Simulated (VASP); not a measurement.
# SiC (F-43m) in VASP: a series of runs

SiC is run at these levels: PBE; tasks: single point.

Program: VASP 6.6.1. These are calculated values, not measurements. Logs are shortened: lines on timing, memory, paths and dates and some standing lists are left out, and cuts for length are marked.

## Step 1: The cell of the first run

It takes space group F-43m (No. 216, cubic). Conventional cell: a = 4.218 Å, b = 4.218 Å, c = 4.218 Å, α = 90.00°, β = 90.00°, γ = 90.00°. Within 2.4 Å of Si (site symmetry -43m) lie 4 C at 1.83 Å. Within 2.4 Å of C (site symmetry -43m) lie 4 Si at 1.83 Å.

## Step 2: Single point, PBE (strain -0.030 along x and y, -0.030 along z)

Contents of INCAR:

```
PREC = Accurate
ENCUT = 520
EDIFF = 1E-6
ISMEAR = 0
SIGMA = 0.05
LREAL = False
LASPH = True
NELM = 60
ALGO = Normal
ISIF = 2
LWAVE = False
LCHARG = False
GGA = PE
NBANDS = 11
```

Contents of KPOINTS:

```
regular mesh
0
Gamma
  12 12 12
```

Contents of POSCAR:

```
SiC
1.0
    0.0000000000      2.1087800000      2.1087800000
    2.1087800000      0.0000000000      2.1087800000
    2.1087800000      2.1087800000      0.0000000000
Si C
1 1
Direct
    0.0000000000      0.0000000000      0.0000000000
    0.7500000000      0.7500000000      0.7500000000
```

Potentials or basis: VASP PAW PBE potentials, release 64 (Si, C).

Launch:

```sh
$ cat potpaw_PBE.64/Si/POTCAR potpaw_PBE.64/C/POTCAR > POTCAR
$ mpirun -np 1 vasp_std > vasp.out
```

OUTCAR:

```text
PREC = Accurate
   ENCUT = 520
   EDIFF = 1E-6
   ISMEAR = 0
   LREAL = False
   LASPH = True
   NELM = 60
   ISIF = 2
   GGA = PE

 ion  position               nearest neighbor table
   1  0.000  0.000  0.000-   2 1.83   2 1.83   2 1.83   2 1.83
   2  0.750  0.750  0.750-   1 1.83   1 1.83   1 1.83   1 1.83

  LATTYP: Found a face centered cubic cell.
 ALAT       =     4.2175600000

  Lattice vectors:

 A1 = (   0.0000000000,   2.1087800000,   2.1087800000)
 A2 = (   2.1087800000,   0.0000000000,   2.1087800000)
 A3 = (   2.1087800000,   2.1087800000,   0.0000000000)

Analysis of symmetry for initial positions (statically):
=====================================================================
 Subroutine PRICEL returns:
 Original cell was already a primitive cell.

 Routine SETGRP: Setting up the symmetry group for a
 face centered cubic supercell.

 Subroutine GETGRP returns: Found 24 space group operations
 (whereof 24 operations were pure point group operations)
 out of a pool of 48 trial point group operations.

The static configuration has the point symmetry T_d .

Analysis of symmetry for dynamics (positions and initial velocities):
=====================================================================
 Subroutine PRICEL returns:
 Original cell was already a primitive cell.

 Routine SETGRP: Setting up the symmetry group for a
 face centered cubic supercell.

 Subroutine GETGRP returns: Found 24 space group operations
 (whereof 24 operations were pure point group operations)
 out of a pool of 48 trial point group operations.

The dynamic configuration has the point symmetry T_d .

 Subroutine INISYM returns: Found 24 space group operations
 (whereof 24 operations are pure point group operations),
 and found     1 'primitive' translations

----------------------------------------------------------------------------------------

                                     Primitive cell

  volume of cell :      18.7553

  direct lattice vectors                    reciprocal lattice vectors
     0.000000000  2.108780000  2.108780000    -0.237103918  0.237103918  0.237103918
     2.108780000  0.000000000  2.108780000     0.237103918 -0.237103918  0.237103918
     2.108780000  2.108780000  0.000000000     0.237103918  0.237103918 -0.237103918

  length of vectors
     2.982265276  2.982265276  2.982265276     0.410676032  0.410676032  0.410676032

[... 87 lines left out ...]
   ISYM   =      2    0-nonsym 1-usesym 2-fastsym
   POTIM  = 0.5000    time-step for ionic-motion
   TEBEG  =    0.0;   TEEND  =   0.0 temperature during run
   PSTRESS=    0.0 pullay stress
   NELECT =       8.0000    total number of electrons
   NUPDOWN=      -1.0000    fix difference up-down
   EMIN   =  10.00;   EMAX   =-10.00  energy-range for DOS
   EFERMI =   0.00;   METHOD = LEGACY
   ISMEAR =     0;   SIGMA  =   0.05  broadening in eV -4-tet -1-fermi 0-gaus
   EFERMI_NEDOS =   21; number of points for ismear=-14 and -15
   IALGO  =     38    algorithm
   IMIX   =      4    mixing-type and parameters
     AMIX     =   0.40;   BMIX     =  1.00
     AMIX_MAG =   1.60;   BMIX_MAG =  1.00
  volume/ion in A,a.u.               =       9.38        63.28
  Fermi-wavevector in a.u.,A,eV,Ry     =   1.232339  2.328783 20.662618  1.518660
  Thomas-Fermi vector in A             =   2.367113
   LORBIT       =      0    0 simple, 1 ext, 2 COOP (PROOUT), +10 PAW based schemes
   GGA     = PE    functional components
   LHFCALC =     F    Hartree Fock is set to
   AEXX    =    0.0000 exact exchange contribution
   IVDW    =     0    specifies the selected vdW correction
   LEPSILON=     F    determine dielectric tensor
   LRPA    =     F    only Hartree local field effects (RPA)
 non-spin polarized calculation
 Gauss-broadening in eV      SIGMA  =   0.05
  energy-cutoff  :      520.00
  volume of cell :       18.76
 maximum number of plane-waves:       532
 NGX is ok and might be reduce to    24
   NGX = 11   NGY = 11   NGZ = 11

 number of electron       7.9999999 magnetization

 Free energy of the ion-electron system (eV)
  ---------------------------------------------------
  ext. energy  EPLUGINS =         0.00000000
  ---------------------------------------------------
  free energy    TOTEN  =       -14.86959097 eV

  energy without entropy =      -14.86959097  energy(sigma->0) =      -14.86959097

 E-fermi :   9.5484     XC(G=0): -11.7908

 val. band max:        9.2474067101   @ k =   0.0000   0.0000   0.0000
 cond. band min:      10.5063179040   @ k =   0.5000   0.5000   0.0000
 fundamental gap:      1.2589111939
 Fermi energy:         9.5484252898

 k-point     1 :       0.0000    0.0000    0.0000
  band No.  band energies     occupation
      1      -6.9479      2.00000
      2       9.2474      2.00000
      3       9.2474      2.00000
      4       9.2474      2.00000
      5      16.6450      0.00000
      6      17.2740      0.00000
      7      17.2740      0.00000
      8      17.2740      0.00000
      9      24.3481      0.00000
     10      24.3481      0.00000
     11      27.3008      0.00000
[... 309 lines left out ...]
 k-point    24 :      -0.4167    0.1667    0.0000
  band No.  band energies     occupation
      1      -2.6612      2.00000
      2       0.7494      2.00000
      3       6.0415      2.00000
      4       7.6806      2.00000
      5      14.6995      0.00000
      6      17.7869      0.00000
      7      18.3138      0.00000
      8      21.3918      0.00000
      9      24.9308      0.00000
     10      25.5325      0.00000
     11      28.5888      0.00000

 [... further k-points ...]

------------------------ aborting loop because EDIFF is reached ----------------------------------------

  FORCE on cell =-STRESS in cart. coord.  units (eV):
  Direction    XX          YY          ZZ          XY          YZ          ZX
  --------------------------------------------------------------------------------------
  -------------------------------------------------------------------------------------
  Total        3.4953900      3.4953900      3.4953900      0.0000000      0.0000000      0.0000000
  in kB      298.5949096    298.5949096    298.5949096      0.0000000      0.0000000      0.0000000
  external PRESSURE =     298.5949096 kB  Pullay stress =       0.0000000 kB

 VOLUME and BASIS-vectors are now :
 -----------------------------------------------------------------------------
  energy-cutoff  :      520.00
  volume of cell :       18.76
      direct lattice vectors                 reciprocal lattice vectors
     0.000000000  2.108780000  2.108780000    -0.237103918  0.237103918  0.237103918
     2.108780000  0.000000000  2.108780000     0.237103918 -0.237103918  0.237103918
     2.108780000  2.108780000  0.000000000     0.237103918  0.237103918 -0.237103918

 POSITION                                       TOTAL-FORCE (eV/Angst)
 -----------------------------------------------------------------------------------
      0.00000      0.00000      0.00000        -0.000000     -0.000000     -0.000000
      3.16317      3.16317      3.16317         0.000000      0.000000      0.000000
 -----------------------------------------------------------------------------------
    total drift:                               -0.000000     -0.000000     -0.000000

  FREE ENERGIE OF THE ION-ELECTRON SYSTEM (eV)
  ---------------------------------------------------
  free  energy   TOTEN  =       -14.8695909711 eV

  energy  without entropy=      -14.8695909711  energy(sigma->0) =      -14.86959097
```

OSZICAR:

```text
N       E                     dE             d eps       ncg     rms          rms(c)
DAV:   1     0.428874063967E+01    0.42887E+01   -0.40928E+03  1640   0.623E+02
DAV:   2    -0.164598901679E+02   -0.20749E+02   -0.19740E+02  1998   0.114E+02
DAV:   3    -0.170162159510E+02   -0.55633E+00   -0.55543E+00  1934   0.156E+01
DAV:   4    -0.170179535804E+02   -0.17376E-02   -0.17375E-02  1785   0.114E+00
DAV:   5    -0.170179602261E+02   -0.66457E-05   -0.66456E-05  1951   0.648E-02    0.992E+00
DAV:   6    -0.149628676407E+02    0.20551E+01   -0.66642E+00  1776   0.121E+01    0.450E+00
DAV:   7    -0.148779284245E+02    0.84939E-01   -0.52571E-01  1897   0.408E+00    0.198E+00
DAV:   8    -0.148693872865E+02    0.85411E-02   -0.21792E-02  1770   0.991E-01    0.170E-01
DAV:   9    -0.148694947077E+02   -0.10742E-03   -0.14059E-03  1945   0.223E-01    0.117E-01
DAV:  10    -0.148695889793E+02   -0.94272E-04   -0.18653E-04  1764   0.866E-02    0.261E-02
DAV:  11    -0.148695906028E+02   -0.16235E-05   -0.28900E-05  1899   0.296E-02    0.640E-03
DAV:  12    -0.148695909711E+02   -0.36834E-06   -0.12799E-06  1224   0.707E-03
   1 F= -.14869591E+02 E0= -.14869591E+02  d E =-.889449E-20
```

Run time: 7.5 s. Hardware: 1 thread of AMD EPYC 9R45 (Zen 5), shared host; peak memory 0.11 GiB.

Results:

- Free energy: -14.8696 eV
- Pressure: 29.9 GPa
- Band gap on the k mesh: 1.26 eV, indirect (least direct gap 4.63 eV)

Levels at points of the mesh, in eV from the valence-band top:
```
           k point  band 1  band 2  band 3  band 4  band 5  band 6  band 7  band 8
(0.00, 0.00, 0.00)  -16.20    0.00    0.00    0.00    7.40    8.03    8.03    8.03
(0.50, 0.00, 0.00)  -12.25   -9.09   -1.07   -1.07    6.35    7.64    7.64   10.60
(0.50, 0.50, 0.00)  -10.70   -8.12   -3.37   -3.37    1.26    4.68   15.21   15.21
```

Caveat: the cell differs from its parent crystal (strain -0.030 along x and y, -0.030 along z). A k mesh can miss the band edges.

## Step 3: Single point, PBE (strain -0.015 along x and y, -0.015 along z)

Contents of INCAR:

```
SYSTEM = SiC
ALGO     = Normal         ! electronic algorithm
EDIFF    = 1E-7           ! SCF threshold, eV
ENCUT    = 520            ! plane-wave cutoff, eV
GGA      = PE             ! functional
ISIF     = 2              ! what is computed and relaxed
ISMEAR   = 0              ! smearing method
LASPH    = .TRUE.         ! aspherical terms in the spheres
LCHARG   = .TRUE.         ! write CHGCAR
LELF     = .TRUE.         ! ELF
LREAL    = .FALSE.        ! projectors in reciprocal space
LVHAR    = .TRUE.       
LWAVE    = .FALSE.        ! write WAVECAR
NBANDS   = 11             ! bands
NELM     = 80             ! most SCF steps
PREC     = Accurate       ! precision mode
SIGMA    = 0.05           ! smearing width, eV
```

Contents of KPOINTS:

```
k-points
0
G
  12 12 12
  0 0 0
```

Contents of POSCAR:

```
SiC
1.0
    0.0000000000      2.1413900000      2.1413900000
    2.1413900000      0.0000000000      2.1413900000
    2.1413900000      2.1413900000      0.0000000000
Si C
1 1
Direct
    0.0000000000      0.0000000000      0.0000000000
    0.7500000000      0.7500000000      0.7500000000
```

Potentials or basis: VASP PAW PBE potentials, release 64 (Si, C).

Launch:

```sh
$ cat potpaw_PBE.64/Si/POTCAR potpaw_PBE.64/C/POTCAR > POTCAR
$ mpirun -np 1 vasp_std > vasp.out
```

It took 8.7 s on 1 thread of AMD EPYC 9R45 (Zen 5), shared host; peak memory 0.11 GiB.

Results (log left out):

```yaml
Free_energy: -14.9955 eV
Pressure: 16.2 GPa
Band_gap_on_the_k_mesh: 1.31 eV, indirect (least direct gap 4.59 eV)
```

Levels at points of the mesh, in eV from the valence-band top:
```tsv
k point	band 2	band 3	band 4	band 5	band 6	band 7
(0.00, 0.00, 0.00)	0.00	0.00	0.00	6.85	7.68	7.68
(0.50, 0.00, 0.00)	-8.83	-1.06	-1.06	5.91	7.44	7.44
(0.50, 0.50, 0.00)	-7.96	-3.29	-3.29	1.31	4.51	14.65
```

Caveat: the cell differs from its parent crystal (strain -0.015 along x and y, -0.015 along z). A k mesh can miss the band edges.

## Step 4: Single point, PBE (strain +0.015 along x and y, +0.015 along z)

Contents of INCAR:

```
ALGO = Normal ; EDIFF = 1E-6
ENCUT = 520 ; GGA = PE
ISIF = 2 ; ISMEAR = 0
LASPH = T ; LCHARG = F
LREAL = F ; LWAVE = F
NBANDS = 11 ; NELM = 100
PREC = Accurate ; SIGMA = 0.05
```

Contents of KPOINTS:

```
k-points
0
Gamma
  12 12 12
```

Contents of POSCAR:

```
SiC
1.0
    0.0000000000      2.2066100000      2.2066100000
    2.2066100000      0.0000000000      2.2066100000
    2.2066100000      2.2066100000      0.0000000000
Si C
1 1
Direct
    0.0000000000      0.0000000000      0.0000000000
    0.7500000000      0.7500000000      0.7500000000
```

Launch:

```sh
$ cat potpaw_PBE.64/Si/POTCAR potpaw_PBE.64/C/POTCAR > POTCAR
$ mpirun -np 1 vasp_std > vasp.out
```

It took 7.8 s on 1 thread of AMD EPYC 9R45 (Zen 5), shared host; peak memory 0.11 GiB.

Results (log left out):

```yaml
Free_energy: -15.0538 eV
Pressure: -4.7 GPa
Band_gap_on_the_k_mesh: 1.39 eV, indirect (least direct gap 4.50 eV)
```

Levels at points of the mesh, in eV from the valence-band top:
```tsv
k point	band 1	band 2	band 3	band 4	band 5	band 6	band 7	band 8
(0.00, 0.00, 0.00)	-15.11	0.00	0.00	0.00	5.79	7.05	7.05	7.05
(0.50, 0.00, 0.00)	-11.68	-8.33	-1.04	-1.04	5.10	7.08	7.08	9.84
(0.50, 0.50, 0.00)	-10.27	-7.68	-3.11	-3.11	1.39	4.19	13.60	13.60
```

Caveat: the cell differs from its parent crystal (strain +0.015 along x and y, +0.015 along z).

## Step 5: Single point, PBE (strain +0.030 along x and y, +0.030 along z)

Contents of INCAR:

```
SYSTEM = SiC
PREC     = Accurate       ! precision mode
ENCUT    = 520            ! plane-wave cutoff, eV
EDIFF    = 1E-6           ! SCF threshold, eV
ISMEAR   = 0              ! smearing method
SIGMA    = 0.05           ! smearing width, eV
LREAL    = .FALSE.        ! projectors in reciprocal space
LASPH    = .TRUE.         ! aspherical terms in the spheres
NELM     = 60             ! most SCF steps
ALGO     = Normal         ! electronic algorithm
ISIF     = 2              ! what is computed and relaxed
LWAVE    = .FALSE.        ! write WAVECAR
LCHARG   = .FALSE.        ! write CHGCAR
GGA      = PE             ! functional
NBANDS   = 11             ! bands
```

Contents of KPOINTS:

```
regular mesh
0
G
  12 12 12
  0 0 0
```

Contents of POSCAR:

```
SiC
1.0
    0.0000000000      2.2392200000      2.2392200000
    2.2392200000      0.0000000000      2.2392200000
    2.2392200000      2.2392200000      0.0000000000
Si C
1 1
Direct
    0.0000000000      0.0000000000      0.0000000000
    0.7500000000      0.7500000000      0.7500000000
```

Launch:

```sh
$ cat potpaw_PBE.64/Si/POTCAR potpaw_PBE.64/C/POTCAR > POTCAR
$ mpirun -np 1 vasp_std > vasp.out
```

It took 8 s on 1 thread of AMD EPYC 9R45 (Zen 5), shared host; peak memory 0.11 GiB.

It converged, with:

```
Free energy            : -15.0014 eV
Pressure               : -12.5 GPa
Band gap on the k mesh : 1.43 eV, indirect (least direct gap 4.45 eV)
```

Levels at points of the mesh, in eV from the valence-band top:
```tsv
k point	band 1	band 2	band 3	band 4	band 5	band 6	band 7	band 8
(0.00, 0.00, 0.00)	-14.78	0.00	0.00	0.00	5.28	6.76	6.76	6.76
(0.50, 0.00, 0.00)	-11.50	-8.10	-1.03	-1.03	4.71	6.90	6.90	9.60
(0.50, 0.50, 0.00)	-10.13	-7.55	-3.03	-3.03	1.43	4.05	13.10	13.10
```

Caveat: the cell differs from its parent crystal (strain +0.030 along x and y, +0.030 along z).

## Step 6: The runs side by side

```tsv
cell	gap on the mesh (eV)	pressure (GPa)
a = 2.982 Å, angles 60.0°, 2 atoms	1.26	29.9
a = 3.028 Å, angles 60.0°, 2 atoms	1.31	16.2
a = 3.121 Å, angles 60.0°, 2 atoms	1.39	-4.7
a = 3.167 Å, angles 60.0°, 2 atoms	1.43	-12.5
```

Alike in all rows: task single point; level PBE; potentials or basis VASP PAW PBE potentials, release 64 (Si, C); no spin polarisation; k mesh 12 × 12 × 12; cutoff (eV) 520; smearing gaussian 0.05 eV.

Total energies depend on the potentials used, so only differences within one code and one set of settings carry meaning.
